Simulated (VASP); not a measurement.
Here is a VASP 6.6.1 calculation.

The input INCAR:

```
SYSTEM = Na2GaCl3
  PREC = Accurate
  ENCUT = 520
  EDIFF = 1E-6
  ISMEAR = 0
  SIGMA = 0.01
  LREAL = .FALSE.
  LASPH = .TRUE.
  NELM = 80
  ALGO = Normal
  ISIF = 2
  LWAVE = .FALSE.
  LCHARG = .FALSE.
  GGA = PE
  NBANDS = 33
```

KPOINTS

```
Automatic mesh
0
G
  8 8 8
  0 0 0
```

File POSCAR:

```
Na2GaCl3
1.0
   -2.0533727516      2.9346613780      6.2354404057
    2.0533727516     -2.9346613780      6.2354404057
    2.0533727516      2.9346613780     -6.2354404057
Na Ga Cl
2 1 3
Direct
    0.1658508291      0.1658508291      0.0000000000
    0.8341491709      0.8341491709      0.0000000000
    0.5000000000      0.5000000000      0.0000000000
    0.0000000000      0.5000000000      0.5000000000
    0.3214777596      0.8214777596      0.5000000000
    0.6785222404      0.1785222404      0.5000000000
```

Potentials or basis: VASP PAW PBE potentials, release 64 (Na_pv, Ga_d, Cl).

Launch:

```sh
$ cat potpaw_PBE.64/Na_pv/POTCAR potpaw_PBE.64/Ga_d/POTCAR potpaw_PBE.64/Cl/POTCAR > POTCAR
$ mpirun -np 1 vasp_std > vasp.out
```

Predict the pressure.

0.0 GPa.

Predict the band gap on the k mesh.

3.19 eV (least direct gap 3.25 eV).

A k mesh can miss the band edges.
